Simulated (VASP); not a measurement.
# Cu (Fm-3m) in VASP: notebook

Cu is run at these levels: LDA; tasks: single point, relaxation of volume and atoms at fixed shape.

Everything below comes from runs of VASP 6.6.1. Logs are shortened: lines on timing, memory, paths and dates and some standing lists are left out, and cuts for length are marked.

## Step 1: The cell of the first run

The structure is cubic, space group Fm-3m (No. 225). Conventional cell: a = 3.518 Å, b = 3.518 Å, c = 3.518 Å, α = 90.00°, β = 90.00°, γ = 90.00°. Within 3.3 Å of Cu (site symmetry m-3m) lie 12 Cu at 2.49 Å.

## Step 2: Single point, LDA

INCAR

```
ALGO = Normal
EDIFF = 1E-6
ENCUT = 520
GGA = CA
ISIF = 2
ISMEAR = -1
LASPH = True
LCHARG = False
LREAL = False
LWAVE = False
NBANDS = 12
NELM = 100
PREC = Accurate
SIGMA = 0.1
```

KPOINTS

```
k-points
0
Gamma
  12 12 12
```

POSCAR

```
Cu
1.0
    0.0000000000      1.7590777366      1.7590777366
    1.7590777366      0.0000000000      1.7590777366
    1.7590777366      1.7590777366      0.0000000000
Cu
1
Direct
    0.0000000000      0.0000000000      0.0000000000
```

Potentials or basis: VASP PAW LDA potentials, release 64 (Cu).

Command:

```bash
$ cat potpaw_LDA.64/Cu/POTCAR > POTCAR
$ mpirun -np 1 vasp_std > vasp.out
```

OUTCAR:

```text
EDIFF = 1E-6
   ENCUT = 520
   GGA = CA
   ISIF = 2
   ISMEAR = -1
   LASPH = True
   LREAL = False
   NELM = 100
   PREC = Accurate

 ion  position               nearest neighbor table
   1  0.000  0.000  0.000-

  LATTYP: Found a face centered cubic cell.
 ALAT       =     3.5181554732

  Lattice vectors:

 A1 = (   0.0000000000,   1.7590777366,   1.7590777366)
 A2 = (   1.7590777366,   0.0000000000,   1.7590777366)
 A3 = (   1.7590777366,   1.7590777366,   0.0000000000)

Analysis of symmetry for initial positions (statically):
=====================================================================
 Subroutine PRICEL returns:
 Original cell was already a primitive cell.

 Routine SETGRP: Setting up the symmetry group for a
 face centered cubic supercell.

 Subroutine GETGRP returns: Found 48 space group operations
 (whereof 48 operations were pure point group operations)
 out of a pool of 48 trial point group operations.

The static configuration has the point symmetry O_h .

Analysis of symmetry for dynamics (positions and initial velocities):
=====================================================================
 Subroutine PRICEL returns:
 Original cell was already a primitive cell.

 Routine SETGRP: Setting up the symmetry group for a
 face centered cubic supercell.

 Subroutine GETGRP returns: Found 48 space group operations
 (whereof 48 operations were pure point group operations)
 out of a pool of 48 trial point group operations.

The dynamic configuration has the point symmetry O_h .

 Subroutine INISYM returns: Found 48 space group operations
 (whereof 48 operations are pure point group operations),
 and found     1 'primitive' translations

----------------------------------------------------------------------------------------

                                     Primitive cell

  volume of cell :      10.8864

  direct lattice vectors                    reciprocal lattice vectors
     0.000000000  1.759077737  1.759077737    -0.284239855  0.284239855  0.284239855
     1.759077737  0.000000000  1.759077737     0.284239855 -0.284239855  0.284239855
     1.759077737  1.759077737  0.000000000     0.284239855  0.284239855 -0.284239855

  length of vectors
     2.487711592  2.487711592  2.487711592     0.492317870  0.492317870  0.492317870

  position of ions in fractional coordinates (direct lattice)
     0.000000000  0.000000000  0.000000000

  ion indices of the primitive-cell ions
   primitive index   ion index
                 1           1

----------------------------------------------------------------------------------------

 KPOINTS: k-points

Automatic generation of k-mesh.
 Grid dimensions read from file:
 generate k-points for:   12   12   12

 Generating k-lattice:

  Cartesian coordinates                     Fractional coordinates (reciprocal lattice)
    -0.023686655  0.023686655  0.023686655     0.083333333  0.000000000  0.000000000
     0.023686655 -0.023686655  0.023686655     0.000000000  0.083333333  0.000000000
     0.023686655  0.023686655 -0.023686655     0.000000000  0.000000000  0.083333333

  Length of vectors
     0.041026489  0.041026489  0.041026489

  Shift w.r.t. Gamma in fractional coordinates (k-lattice)
     0.000000000  0.000000000  0.000000000

 Subroutine IBZKPT returns following result:
 ===========================================

 Found     72 irreducible k-points:

 Following reciprocal coordinates:
            Coordinates               Weight
  0.000000  0.000000  0.000000      1.000000
  0.083333  0.000000  0.000000      8.000000
  0.166667  0.000000  0.000000      8.000000
  0.250000  0.000000  0.000000      8.000000
  0.333333  0.000000  0.000000      8.000000
  0.416667  0.000000  0.000000      8.000000
[... 16 lines left out ...]
  0.500000  0.166667  0.000000     24.000000
 -0.416667  0.166667  0.000000     24.000000
 [... further k-points ...]
   k-points           NKPTS =     72   k-points in BZ     NKDIM =     72   number of bands    NBANDS=     12
   number of dos      NEDOS =    301   number of ions     NIONS =      1
   total plane-waves  NPLWV =   8000
   dimension x,y,z NGX =    20 NGY =   20 NGZ =   20
   dimension x,y,z NGXF=    40 NGYF=   40 NGZF=   40
   ions per type =               1
   NGX,Y,Z   is equivalent  to a cutoff of  13.37, 13.37, 13.37 a.u.
   NGXF,Y,Z  is equivalent  to a cutoff of  26.73, 26.73, 26.73 a.u.
 SYSTEM =  unknown system
   PREC   = accura    normal or accurate (medium, high low for compatibility)
   ISTART =      0    job   : 0-new  1-cont  2-samecut
   ICHARG =      2    charge: 1-file 2-atom 10-const
   ISPIN  =      1    spin polarized calculation?
   LNONCOLLINEAR =      F non collinear calculations
   LSORBIT =      F    spin-orbit coupling
   LASPH  =      T    aspherical Exc in radial PAW
   ENCUT  =  520.0 eV  38.22 Ry    6.18 a.u.   4.63  4.63  4.63*2*pi/ulx,y,z
   NELM   =    100;   NELMIN=  2; NELMDL= -5     # of ELM steps
   EDIFF  = 0.1E-05   stopping-criterion for ELM
   LREAL  =      F    real-space projection
   EDIFFG = 0.1E-04   stopping-criterion for IOM
   NSW    =      0    number of steps for IOM
   IBRION =     -1    ionic relax: 0-MD 1-quasi-New 2-CG
   NFREE  =      0    steps in history (QN), initial steepest desc. (CG)
   ISIF   =      2    stress and relaxation
   ISYM   =      2    0-nonsym 1-usesym 2-fastsym
   POTIM  = 0.5000    time-step for ionic-motion
   TEBEG  =    0.0;   TEEND  =   0.0 temperature during run
   PSTRESS=    0.0 pullay stress
   NELECT =      11.0000    total number of electrons
   NUPDOWN=      -1.0000    fix difference up-down
   EMIN   =  10.00;   EMAX   =-10.00  energy-range for DOS
   EFERMI =   0.00;   METHOD = LEGACY
   ISMEAR =    -1;   SIGMA  =   0.10  broadening in eV -4-tet -1-fermi 0-gaus
   EFERMI_NEDOS =   21; number of points for ismear=-14 and -15
   IALGO  =     38    algorithm
   IMIX   =      4    mixing-type and parameters
     AMIX     =   0.40;   BMIX     =  1.00
     AMIX_MAG =   1.60;   BMIX_MAG =  1.00
  volume/ion in A,a.u.               =      10.89        73.47
  Fermi-wavevector in a.u.,A,eV,Ry     =   1.642772  3.104389 36.718052  2.698701
  Thomas-Fermi vector in A             =   2.733019
   LORBIT       =      0    0 simple, 1 ext, 2 COOP (PROOUT), +10 PAW based schemes
   GGA     = CA    functional components
   LHFCALC =     F    Hartree Fock is set to
   AEXX    =    0.0000 exact exchange contribution
   IVDW    =     0    specifies the selected vdW correction
   LEPSILON=     F    determine dielectric tensor
   LRPA    =     F    only Hartree local field effects (RPA)
 non-spin polarized calculation
  energy-cutoff  :      520.00
  volume of cell :       10.89
 maximum number of plane-waves:       304
   NGX =  9   NGY =  9   NGZ =  9

 number of electron      10.9999998 magnetization

 Free energy of the ion-electron system (eV)
  ---------------------------------------------------
  ext. energy  EPLUGINS =         0.00000000
  ---------------------------------------------------
  free energy    TOTEN  =        -4.70933171 eV

  energy without entropy =       -4.69829046  energy(sigma->0) =       -4.70381109

 E-fermi :   8.3584     XC(G=0): -13.5863

 val. band max:        8.3524621804   @ k =   0.5000   0.3333   0.1667
 cond. band min:       8.4881243830   @ k =   0.5000   0.2500   0.0833
 fundamental gap:      0.1356622027
 Fermi energy:         8.3583813499

 k-point     1 :       0.0000    0.0000    0.0000
  band No.  band energies     occupation
      1      -1.5812      2.00000
      2       5.0631      2.00000
      3       5.0631      2.00000
      4       5.0631      2.00000
      5       6.0132      2.00000
      6       6.0132      2.00000
      7      31.7273      0.00000
      8      34.8492      0.00000
      9      34.8492      0.00000
     10      34.8492      0.00000
     11      37.4661      0.00000
     12      37.4661      0.00000

 k-point     2 :       0.0833    0.0000    0.0000
  band No.  band energies     occupation
      1      -1.3138      2.00000
      2       5.0030      2.00000
      3       5.1156      2.00000
      4       5.1156      2.00000
      5       5.9930      2.00000
      6       5.9930      2.00000
      7      30.1712      0.00000
      8      32.8366      0.00000
      9      34.1553      0.00000
     10      34.1553      0.00000
     11      38.5027      0.00000
     12      38.5027      0.00000

 k-point     3 :       0.1667    0.0000    0.0000
  band No.  band energies     occupation
      1      -0.5357      2.00000
      2       4.8631      2.00000
      3       5.2210      2.00000
      4       5.2210      2.00000
      5       5.9818      2.00000
      6       5.9818      2.00000
      7      25.8875      0.00000
      8      32.3078      0.00000
      9      33.1644      0.00000
     10      33.1644      0.00000
     11      39.3051      0.00000
     12      39.7755      0.00000

 k-point     4 :       0.2500    0.0000    0.0000
  band No.  band energies     occupation
      1       0.6513      2.00000
      2       4.7758      2.00000
      3       5.2429      2.00000
      4       5.2429      2.00000
      5       6.1029      2.00000
      6       6.1029      2.00000
      7      21.5371      0.00000
      8      31.7137      0.00000
      9      32.4044      0.00000
     10      32.4044      0.00000
     11      38.2127      0.00000
     12      38.2127      0.00000

 k-point     5 :       0.3333    0.0000    0.0000
  band No.  band energies     occupation
      1       1.9216      2.00000
      2       5.0642      2.00000
      3       5.1583      2.00000
      4       5.1583      2.00000
      5       6.3483      2.00000
      6       6.3483      2.00000
      7      17.5494      0.00000
      8      30.9834      0.00000
      9      31.9188      0.00000
     10      31.9188      0.00000
     11      36.3681      0.00000
     12      36.3681      0.00000
[... 228 lines left out ...]
      1       1.8433      2.00000
      2       4.3620      2.00000
      3       5.1260      2.00000
      4       5.5644      2.00000
      5       6.3785      2.00000
      6       6.4556      2.00000
      7      20.8466      0.00000
      8      27.1618      0.00000
      9      28.0825      0.00000
     10      30.2306      0.00000
     11      36.7086      0.00000
     12      41.7857      0.00000

 k-point    22 :       0.4167    0.1667    0.0000
  band No.  band energies     occupation
      1       2.8580      2.00000
      2       4.4770      2.00000
      3       4.9768      2.00000
      4       5.4841      2.00000
      5       6.6340      2.00000
      6       7.3493      1.99992
      7      16.9913      0.00000
      8      26.4149      0.00000
      9      26.9920      0.00000
     10      29.7701      0.00000
     11      39.9745      0.00000
     12      41.1809      0.00000

 k-point    23 :       0.5000    0.1667    0.0000
  band No.  band energies     occupation
      1       3.2679      2.00000
      2       4.6116      2.00000
      3       5.1543      2.00000
      4       5.3982      2.00000
      5       6.6790      2.00000
      6       8.8894      0.00984
      7      13.8104      0.00000
      8      24.9550      0.00000
      9      27.4489      0.00000
     10      29.7365      0.00000
     11      39.9085      0.00000
     12      40.2855      0.00000

 k-point    24 :      -0.4167    0.1667    0.0000
  band No.  band energies     occupation
      1       3.3271      2.00000
      2       4.6639      2.00000
      3       5.2475      2.00000
      4       5.3587      2.00000
      5       6.5439      2.00000
      6       9.4283      0.00005
      7      13.1063      0.00000
      8      23.9188      0.00000
      9      28.5423      0.00000
     10      30.1271      0.00000
     11      38.9874      0.00000
     12      39.7850      0.00000

 [... further k-points ...]

------------------------ aborting loop because EDIFF is reached ----------------------------------------

  FORCE on cell =-STRESS in cart. coord.  units (eV):
  Direction    XX          YY          ZZ          XY          YZ          ZX
  --------------------------------------------------------------------------------------
  -------------------------------------------------------------------------------------
  Total        0.0612653      0.0612653      0.0612653      0.0000000      0.0000000      0.0000000
  in kB        9.0165441      9.0165441      9.0165441      0.0000000      0.0000000      0.0000000
  external PRESSURE =       9.0165441 kB  Pullay stress =       0.0000000 kB

 VOLUME and BASIS-vectors are now :
 -----------------------------------------------------------------------------
  energy-cutoff  :      520.00
  volume of cell :       10.89
      direct lattice vectors                 reciprocal lattice vectors
     0.000000000  1.759077737  1.759077737    -0.284239855  0.284239855  0.284239855
     1.759077737  0.000000000  1.759077737     0.284239855 -0.284239855  0.284239855
     1.759077737  1.759077737  0.000000000     0.284239855  0.284239855 -0.284239855

 POSITION                                       TOTAL-FORCE (eV/Angst)
 -----------------------------------------------------------------------------------
      0.00000      0.00000      0.00000         0.000000      0.000000      0.000000
 -----------------------------------------------------------------------------------
    total drift:                               -0.000000     -0.000000     -0.000000

  FREE ENERGIE OF THE ION-ELECTRON SYSTEM (eV)
  ---------------------------------------------------
  free  energy   TOTEN  =        -4.7093317126 eV

  energy  without entropy=       -4.6982904575  energy(sigma->0) =       -4.70381109
```

It took 8.6 s on 1 thread of AMD EPYC 7R13, shared host; peak memory 0.09 GiB.

What came out:

| Quantity | Value |
| --- | --- |
| Free energy | -4.7093 eV |
| Pressure | 0.9 GPa |
| Band gap on the k mesh | zero (an odd number of electrons rules out a gap without spin polarisation) |

## Step 3: Relaxation of volume and atoms at fixed shape, LDA

This run uses another cell than the first one, of 11.81 Å³/atom.

INCAR

```
SYSTEM = Cu
PREC = Accurate ; ENCUT = 600
EDIFF = 1E-7 ; ISMEAR = -1
SIGMA = 0.1 ; LREAL = .False.
LASPH = .True. ; NELM = 80
ALGO = Normal ; ISIF = 8
LWAVE = .False. ; LCHARG = .False.
IBRION = 2 ; NSW = 60
EDIFFG = -0.01
```

KPOINTS

```
Automatic mesh
0
Gamma
  12 12 12
  0 0 0
```

POSCAR

```
Cu
1.0
    0.0000000000      1.8075000000      1.8075000000
    1.8075000000      0.0000000000      1.8075000000
    1.8075000000      1.8075000000      0.0000000000
Cu
1
Direct
    0.0000000000      0.0000000000      0.0000000000
```

Potentials or basis: VASP PAW LDA potentials, release 64 (Cu).

Command:

```bash
$ cat potpaw_LDA.64/Cu/POTCAR > POTCAR
$ mpirun -np 1 vasp_std > vasp.out
```

Run time: 18 s. Hardware: 1 thread of AMD EPYC 7R13, shared host; peak memory 0.1 GiB.

The run converged. Its results:

```
Free energy                           : -4.7099 eV
Relaxed volume                        : 10.94 Å³/atom
Relaxed cell                          : a = 2.492 Å, b = 2.492 Å, c = 2.492 Å, α = 60.00°, β = 60.00°, γ = 60.00°
Space group after relaxing (to 0.1 Å) : Fm-3m (No. 225)
Energy gained by relaxing             : 34.4 meV/atom
Ionic steps                           : 3
Pressure after relaxing               : -0.1 GPa
Band gap on the k mesh                : zero (an odd number of electrons rules out a gap without spin polarisation)
```

The path:
```
step  energy change (eV)  largest force (eV/Å)  pressure (GPa)  volume (Å³)
   1              0.0000                0.0000          -11.67        11.81
   2             -0.0176                0.0000           10.54        10.40
   3             -0.0344                0.0000           -0.06        10.94
```

Final structure:
```
Cu
1.0
     0.00000    1.76203    1.76203
     1.76203    0.00000    1.76203
     1.76203    1.76203    0.00000
Cu
1
Direct
  0.00000 0.00000 0.00000
```

Levels at points of the mesh, in eV from the Fermi level:
```
           k point  band 3  band 4  band 5  band 6  band 7  band 8  band 9
(0.00, 0.00, 0.00)   -3.28   -3.28   -2.33   -2.33   23.33   26.41   26.41
(0.50, 0.00, 0.00)   -3.31   -1.69   -1.69   -1.16    4.17   21.81   23.17
(0.50, 0.50, 0.00)   -1.71   -1.54   -1.54    1.48    7.71   13.65   13.65
```

LDA usually gives volumes a few per cent too small. Zero-point motion and thermal expansion aren't in these numbers.
